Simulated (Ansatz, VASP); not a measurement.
**Two plane-wave programs on HfN**

File POSCAR:

```
HfN
1.0
    0.0000000000      2.4548200000      2.4548200000
    2.4548200000      0.0000000000      2.4548200000
    2.4548200000      2.4548200000      0.0000000000
Hf N
1 1
Direct
    0.0047147237      0.0004952763      0.0034547237
    0.7503800000      0.7548900000      0.7493100000
```

Contents of INCAR.step1:

```
SYSTEM = HfN
ALGO = Normal
EDIFF = 1E-4
ENCUT = 520
GGA = PE
ISMEAR = 1
LASPH = .True.
LCHARG = .False.
LREAL = .False.
LWAVE = .True.
NBANDS = 14
NELM = 100
PREC = Accurate
SIGMA = 0.1
```

Contents of INCAR.step2:

```
SYSTEM = HfN
ALGO = Normal
EDIFF = 1E-6
ENCUT = 520
ISIF = 2
ISMEAR = 1
ISTART = 1
IVDW = 13
LASPH = .True.
LCHARG = .False.
LMIXTAU = .True.
LREAL = .False.
LWAVE = .False.
METAGGA = R2SCAN
NBANDS = 14
NELM = 100
PREC = Accurate
SIGMA = 0.1
VDW_A1 = 0.51559235
VDW_A2 = 5.77342911
VDW_S6 = 1.0
VDW_S8 = 0.6018749
```

Contents of KPOINTS:

```
k-points
0
Gamma
  7 7 7
  0 0 0
```

Input for Ansatz:

```yaml
crystal:
  lattice:
    - [0.0, 2.45482, 2.45482]
    - [2.45482, 0.0, 2.45482]
    - [2.45482, 2.45482, 0.0]
  atoms:
    - { symbol: Hf, position: [0.004714723686461736, 0.0004952763135382634, 0.0034547236864617367] }
    - { symbol: "N", position: [0.75038, 0.75489, 0.74931] }
basis:
  ecutwfc: 650.0
  xc_grid: 2
kpoints:
  mp_grid:
    grid: [7, 7, 7]
hamiltonian:
  xc: r2scan
  dispersion: d4
scf:
  convergence:
    dr2_threshold: 1.0e-09
  occupations:
    method: cold
output:
  forces: true
  stress: true
```

Alike in both runs: task single point; functional r2SCAN; dispersion D4; k mesh 7 × 7 × 7; no spin polarisation.

```csv
,VASP,Ansatz
version,VASP 6.6.1,Ansatz 0.2.0
potentials or method,"VASP PAW PBE potentials, release 64 (Hf_pv, N), cutoff 520 eV","plane waves, PAW"
occupations,"methfessel-paxton of order 1, width 0.1 eV",cold
valence electrons in the cell,15,31
```

|  | VASP | Ansatz | Ansatz less VASP |
| --- | --- | --- | --- |
| pressure (GPa) | -4.7 | -3.3 | +1.36 |
| traceless stress, the component that is largest in VASP (GPa) | -1.21 | -1.21 | -0.003 |
| rms of the force components (eV/Å) | 0.141 | 0.161 | +0.0196 |

VASP's potentials were made for PBE, not for r2SCAN. Atom by atom the forces differ by 0.020 eV/Å (rms over components). VASP's potentials hold 15 valence electrons a cell and Ansatz's 31, so a difference there can come from the potentials and not from the codes. Ansatz's warnings: stress scf threshold loose.

Neither program's run includes spin-orbit coupling.
